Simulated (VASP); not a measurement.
# BeS (F-43m) in VASP: a series of runs

The runs below take BeS through single point, with LDA.

All numbers are computed with VASP 6.6.1; they aren't measurements. Logs are shortened: lines on timing, memory, paths and dates and some standing lists are left out, and cuts for length are marked.

## 1. The cell of the first run

The structure is cubic, space group F-43m (No. 216). Conventional cell: a = 4.914 Å, b = 4.914 Å, c = 4.914 Å, α = 90.00°, β = 90.00°, γ = 90.00°. Within 2.8 Å of S (site symmetry -43m) lie 4 Be at 2.13 Å. Be (site symmetry -43m) has 4 S at 2.13 Å within 2.8 Å.

## 2. Single point, LDA (volume scaled by 1.04)

The input, INCAR:

```
SYSTEM = BeS
  PREC = Accurate
  ENCUT = 520
  EDIFF = 1E-6
  ISMEAR = -1
  SIGMA = 0.05
  LREAL = .FALSE.
  LASPH = .TRUE.
  NELM = 100
  ALGO = Normal
  ISIF = 2
  LWAVE = .FALSE.
  LCHARG = .FALSE.
  GGA = CA
  NBANDS = 11
```

The input, KPOINTS:

```
Automatic mesh
0
G
  9 9 9
  0 0 0
```

The input, POSCAR:

```
BeS
1.0
    0.0000000000      2.4569115543      2.4569115543
    2.4569115543      0.0000000000      2.4569115543
    2.4569115543      2.4569115543      0.0000000000
S Be
1 1
Direct
    0.7500000000      0.7500000000      0.7500000000
    0.0000000000      0.0000000000      0.0000000000
```

Potentials or basis: VASP PAW LDA potentials, release 64 (S, Be).

Launch:

```sh
cat potpaw_LDA.64/S/POTCAR potpaw_LDA.64/Be/POTCAR > POTCAR
mpirun -np 1 vasp_std > vasp.out
```

OUTCAR:

```text
SYSTEM = BeS
   PREC = Accurate
   ENCUT = 520
   EDIFF = 1E-6
   ISMEAR = -1
   LREAL = .FALSE.
   LASPH = .TRUE.
   NELM = 100
   ISIF = 2
   GGA = CA

 ion  position               nearest neighbor table
   1  0.750  0.750  0.750-   2 2.13   2 2.13   2 2.13   2 2.13
   2  0.000  0.000  0.000-   1 2.13   1 2.13   1 2.13   1 2.13

  LATTYP: Found a face centered cubic cell.
 ALAT       =     4.9138231086

  Lattice vectors:

 A1 = (   0.0000000000,   2.4569115543,   2.4569115543)
 A2 = (   2.4569115543,   0.0000000000,   2.4569115543)
 A3 = (   2.4569115543,   2.4569115543,   0.0000000000)

Analysis of symmetry for initial positions (statically):
=====================================================================
 Subroutine PRICEL returns:
 Original cell was already a primitive cell.

 Routine SETGRP: Setting up the symmetry group for a
 face centered cubic supercell.

 Subroutine GETGRP returns: Found 24 space group operations
 (whereof 24 operations were pure point group operations)
 out of a pool of 48 trial point group operations.

The static configuration has the point symmetry T_d .

Analysis of symmetry for dynamics (positions and initial velocities):
=====================================================================
 Subroutine PRICEL returns:
 Original cell was already a primitive cell.

 Routine SETGRP: Setting up the symmetry group for a
 face centered cubic supercell.

 Subroutine GETGRP returns: Found 24 space group operations
 (whereof 24 operations were pure point group operations)
 out of a pool of 48 trial point group operations.

The dynamic configuration has the point symmetry T_d .

 Subroutine INISYM returns: Found 24 space group operations
 (whereof 24 operations are pure point group operations),
 and found     1 'primitive' translations

----------------------------------------------------------------------------------------

                                     Primitive cell

  volume of cell :      29.6619

  direct lattice vectors                    reciprocal lattice vectors
     0.000000000  2.456911554  2.456911554    -0.203507529  0.203507529  0.203507529
     2.456911554  0.000000000  2.456911554     0.203507529 -0.203507529  0.203507529
     2.456911554  2.456911554  0.000000000     0.203507529  0.203507529 -0.203507529

  length of vectors
     3.474597642  3.474597642  3.474597642     0.352485380  0.352485380  0.352485380

  position of ions in fractional coordinates (direct lattice)
     0.750000000  0.750000000  0.750000000
     0.000000000  0.000000000  0.000000000

  ion indices of the primitive-cell ions
   primitive index   ion index
                 1           1
                 2           2

----------------------------------------------------------------------------------------

 KPOINTS: Automatic mesh

Automatic generation of k-mesh.
 Grid dimensions read from file:
 generate k-points for:    9    9    9

 Generating k-lattice:

  Cartesian coordinates                     Fractional coordinates (reciprocal lattice)
    -0.022611948  0.022611948  0.022611948     0.111111111  0.000000000  0.000000000
     0.022611948 -0.022611948  0.022611948     0.000000000  0.111111111  0.000000000
     0.022611948  0.022611948 -0.022611948     0.000000000  0.000000000  0.111111111

  Length of vectors
     0.039165042  0.039165042  0.039165042

  Shift w.r.t. Gamma in fractional coordinates (k-lattice)
     0.000000000  0.000000000  0.000000000

 Subroutine IBZKPT returns following result:
 ===========================================

 Found     35 irreducible k-points:

 Following reciprocal coordinates:
            Coordinates               Weight
  0.000000  0.000000  0.000000      1.000000
  0.111111  0.000000  0.000000      8.000000
  0.222222  0.000000  0.000000      8.000000
  0.333333  0.000000  0.000000      8.000000
  0.444444  0.000000  0.000000      8.000000
  0.111111  0.111111  0.000000      6.000000
[... 16 lines left out ...]
 -0.333333  0.333333  0.000000     12.000000
  0.444444  0.444444  0.000000      6.000000
 [... further k-points ...]
   k-points           NKPTS =     35   k-points in BZ     NKDIM =     35   number of bands    NBANDS=     11
   number of dos      NEDOS =    301   number of ions     NIONS =      2
   total plane-waves  NPLWV =  21952
   dimension x,y,z NGX =    28 NGY =   28 NGZ =   28
   dimension x,y,z NGXF=    56 NGYF=   56 NGZF=   56
   ions per type =               1   1
   NGX,Y,Z   is equivalent  to a cutoff of  13.40, 13.40, 13.40 a.u.
   NGXF,Y,Z  is equivalent  to a cutoff of  26.79, 26.79, 26.79 a.u.
 SYSTEM =  BeS
   PREC   = accura    normal or accurate (medium, high low for compatibility)
   ISTART =      0    job   : 0-new  1-cont  2-samecut
   ICHARG =      2    charge: 1-file 2-atom 10-const
   ISPIN  =      1    spin polarized calculation?
   LNONCOLLINEAR =      F non collinear calculations
   LSORBIT =      F    spin-orbit coupling
   LASPH  =      T    aspherical Exc in radial PAW
   ENCUT  =  520.0 eV  38.22 Ry    6.18 a.u.   6.46  6.46  6.46*2*pi/ulx,y,z
   NELM   =    100;   NELMIN=  2; NELMDL= -5     # of ELM steps
   EDIFF  = 0.1E-05   stopping-criterion for ELM
   LREAL  =      F    real-space projection
   EDIFFG = 0.1E-04   stopping-criterion for IOM
   NSW    =      0    number of steps for IOM
   IBRION =     -1    ionic relax: 0-MD 1-quasi-New 2-CG
   NFREE  =      0    steps in history (QN), initial steepest desc. (CG)
   ISIF   =      2    stress and relaxation
   ISYM   =      2    0-nonsym 1-usesym 2-fastsym
   POTIM  = 0.5000    time-step for ionic-motion
   TEBEG  =    0.0;   TEEND  =   0.0 temperature during run
   PSTRESS=    0.0 pullay stress
   NELECT =       8.0000    total number of electrons
   NUPDOWN=      -1.0000    fix difference up-down
   EMIN   =  10.00;   EMAX   =-10.00  energy-range for DOS
   EFERMI =   0.00;   METHOD = LEGACY
   ISMEAR =    -1;   SIGMA  =   0.05  broadening in eV -4-tet -1-fermi 0-gaus
   EFERMI_NEDOS =   21; number of points for ismear=-14 and -15
   IALGO  =     38    algorithm
   IMIX   =      4    mixing-type and parameters
     AMIX     =   0.40;   BMIX     =  1.00
     AMIX_MAG =   1.60;   BMIX_MAG =  1.00
  volume/ion in A,a.u.               =      14.83       100.08
  Fermi-wavevector in a.u.,A,eV,Ry     =   1.057723  1.998807 15.221900  1.118778
  Thomas-Fermi vector in A             =   2.193006
   LORBIT       =      0    0 simple, 1 ext, 2 COOP (PROOUT), +10 PAW based schemes
   GGA     = CA    functional components
   LHFCALC =     F    Hartree Fock is set to
   AEXX    =    0.0000 exact exchange contribution
   IVDW    =     0    specifies the selected vdW correction
   LEPSILON=     F    determine dielectric tensor
   LRPA    =     F    only Hartree local field effects (RPA)
 non-spin polarized calculation
  energy-cutoff  :      520.00
  volume of cell :       29.66
 maximum number of plane-waves:       821
 NGX is ok and might be reduce to    28
   NGX = 13   NGY = 13   NGZ = 13

 number of electron       7.9999999 magnetization

 Free energy of the ion-electron system (eV)
  ---------------------------------------------------
  ext. energy  EPLUGINS =         0.00000000
  ---------------------------------------------------
  free energy    TOTEN  =       -11.09905270 eV

  energy without entropy =      -11.09905270  energy(sigma->0) =      -11.09905270

 E-fermi :   4.6115     XC(G=0):  -9.8340

 val. band max:        3.6305506513   @ k =   0.0000   0.0000   0.0000
 cond. band min:       6.7074369192   @ k =   0.4444   0.4444   0.0000
 fundamental gap:      3.0768862679
 Fermi energy:         4.6114821965

 k-point     1 :       0.0000    0.0000    0.0000
  band No.  band energies     occupation
      1      -9.7686      2.00000
      2       3.6306      2.00000
      3       3.6306      2.00000
      4       3.6306      2.00000
      5       8.9811      0.00000
      6       9.1859      0.00000
      7       9.1859      0.00000
      8       9.1859      0.00000
      9      16.3619      0.00000
     10      16.3619      0.00000
     11      17.9233      0.00000

 k-point     2 :       0.1111    0.0000    0.0000
  band No.  band energies     occupation
      1      -9.6342      2.00000
      2       2.6638      2.00000
      3       3.4764      2.00000
      4       3.4764      2.00000
      5       8.9626      0.00000
      6       9.4634      0.00000
      7       9.4634      0.00000
      8      10.1812      0.00000
      9      15.7438      0.00000
     10      15.7438      0.00000
     11      17.8407      0.00000

 k-point     3 :       0.2222    0.0000    0.0000
  band No.  band energies     occupation
      1      -9.2569      2.00000
      2       0.8650      2.00000
      3       3.1440      2.00000
      4       3.1440      2.00000
      5       8.9270      0.00000
      6       9.9686      0.00000
      7       9.9686      0.00000
      8      11.9959      0.00000
      9      15.3091      0.00000
     10      15.3091      0.00000
     11      17.4642      0.00000

 k-point     4 :       0.3333    0.0000    0.0000
  band No.  band energies     occupation
      1      -8.7361      2.00000
      2      -0.7925      2.00000
      3       2.8346      2.00000
      4       2.8346      2.00000
      5       8.8812      0.00000
      6      10.1531      0.00000
      7      10.1531      0.00000
      8      13.5377      0.00000
      9      16.0825      0.00000
     10      16.0825      0.00000
     11      17.3436      0.00000

 k-point     5 :       0.4444    0.0000    0.0000
  band No.  band energies     occupation
      1      -8.3098      2.00000
      2      -1.8232      2.00000
      3       2.6598      2.00000
      4       2.6598      2.00000
      5       8.8479      0.00000
      6      10.0874      0.00000
      7      10.0874      0.00000
      8      14.2788      0.00000
      9      17.7928      0.00000
     10      17.7928      0.00000
     11      17.9426      0.00000
[... 211 lines left out ...]
 k-point    21 :       0.4444    0.3333    0.0000
  band No.  band energies     occupation
      1      -8.0338      2.00000
      2      -0.7241      2.00000
      3       0.9803      2.00000
      4       1.3794      2.00000
      5       7.3750      0.00000
      6       9.2039      0.00000
      7      14.0654      0.00000
      8      14.1656      0.00000
      9      17.4273      0.00000
     10      19.1573      0.00000
     11      19.5343      0.00000

 k-point    22 :      -0.4444    0.3333    0.0000
  band No.  band energies     occupation
      1      -7.7955      2.00000
      2      -0.9341      2.00000
      3       0.1007      2.00000
      4       1.4818      2.00000
      5       7.7817      0.00000
      6      10.5095      0.00000
      7      13.8304      0.00000
      8      14.0151      0.00000
      9      16.2551      0.00000
     10      17.7121      0.00000
     11      20.0873      0.00000

 k-point    23 :      -0.3333    0.3333    0.0000
  band No.  band energies     occupation
      1      -7.8399      2.00000
      2      -0.7943      2.00000
      3      -0.3269      2.00000
      4       1.8316      2.00000
      5       8.3328      0.00000
      6      12.4257      0.00000
      7      12.9155      0.00000
      8      13.8468      0.00000
      9      14.2266      0.00000
     10      15.9718      0.00000
     11      21.0237      0.00000

 k-point    24 :       0.4444    0.4444    0.0000
  band No.  band energies     occupation
      1      -7.8230      2.00000
      2      -1.0765      2.00000
      3       1.1414      2.00000
      4       1.1414      2.00000
      5       6.7074      0.00000
      6       8.5271      0.00000
      7      15.5333      0.00000
      8      15.5333      0.00000
      9      18.0114      0.00000
     10      19.6711      0.00000
     11      20.4053      0.00000

 [... further k-points ...]
[... 5 lines left out ...]
  --------------------------------------------------------------------------------------
  -------------------------------------------------------------------------------------
  Total       -1.1912344     -1.1912344     -1.1912344      0.0000000      0.0000000      0.0000000
  in kB      -64.3441761    -64.3441761    -64.3441761      0.0000000      0.0000000      0.0000000
  external PRESSURE =     -64.3441761 kB  Pullay stress =       0.0000000 kB

 VOLUME and BASIS-vectors are now :
 -----------------------------------------------------------------------------
  energy-cutoff  :      520.00
  volume of cell :       29.66
      direct lattice vectors                 reciprocal lattice vectors
     0.000000000  2.456911554  2.456911554    -0.203507529  0.203507529  0.203507529
     2.456911554  0.000000000  2.456911554     0.203507529 -0.203507529  0.203507529
     2.456911554  2.456911554  0.000000000     0.203507529  0.203507529 -0.203507529

 POSITION                                       TOTAL-FORCE (eV/Angst)
 -----------------------------------------------------------------------------------
      3.68537      3.68537      3.68537         0.000000      0.000000      0.000000
      0.00000      0.00000      0.00000        -0.000000      0.000000     -0.000000
 -----------------------------------------------------------------------------------
    total drift:                                0.000000      0.000000      0.000000

  FREE ENERGIE OF THE ION-ELECTRON SYSTEM (eV)
  ---------------------------------------------------
  free  energy   TOTEN  =       -11.0990527024 eV

  energy  without entropy=      -11.0990527024  energy(sigma->0) =      -11.09905270
```

Wall time 27 s (1 thread of AMD EPYC 7R13, shared host); peak memory 0.11 GiB.

Results:

- Free energy: -11.0991 eV
- Pressure: -6.4 GPa
- Band gap on the k mesh: 3.08 eV, indirect (least direct gap 5.35 eV)

 A k mesh can miss the band edges.

## 3. Single point, LDA (volume scaled by 1.06)

The input, INCAR:

```
PREC = Accurate
ENCUT = 520
EDIFF = 1E-7
ISMEAR = -1
SIGMA = 0.05
LREAL = F
LASPH = T
NELM = 80
ALGO = Normal
ISIF = 2
LWAVE = F
LCHARG = F
GGA = CA
NBANDS = 11
```

The input, KPOINTS:

```
regular mesh
0
Gamma
  9 9 9
```

The input, POSCAR:

```
BeS
1.0
    0.0000000000      2.4725610944      2.4725610944
    2.4725610944      0.0000000000      2.4725610944
    2.4725610944      2.4725610944      0.0000000000
S Be
1 1
Direct
    0.7500000000      0.7500000000      0.7500000000
    0.0000000000      0.0000000000      0.0000000000
```

Potentials or basis: VASP PAW LDA potentials, release 64 (S, Be).

Launch:

```sh
cat potpaw_LDA.64/S/POTCAR potpaw_LDA.64/Be/POTCAR > POTCAR
mpirun -np 1 vasp_std > vasp.out
```

Run time: 27 s. Hardware: 1 thread of AMD EPYC 7R13, shared host; peak memory 0.11 GiB.

Results (log left out):

- Free energy: -11.0737 eV
- Pressure: -7.8 GPa
- Band gap on the k mesh: 3.11 eV, indirect (least direct gap 5.20 eV)

Levels at points of the mesh, in eV from the valence-band top:
| k point | band 2 | band 3 | band 4 | band 5 | band 6 | band 7 |
| --- | --- | --- | --- | --- | --- | --- |
| (0.00, 0.00, 0.00) | 0.00 | 0.00 | 0.00 | 5.20 | 5.56 | 5.56 |
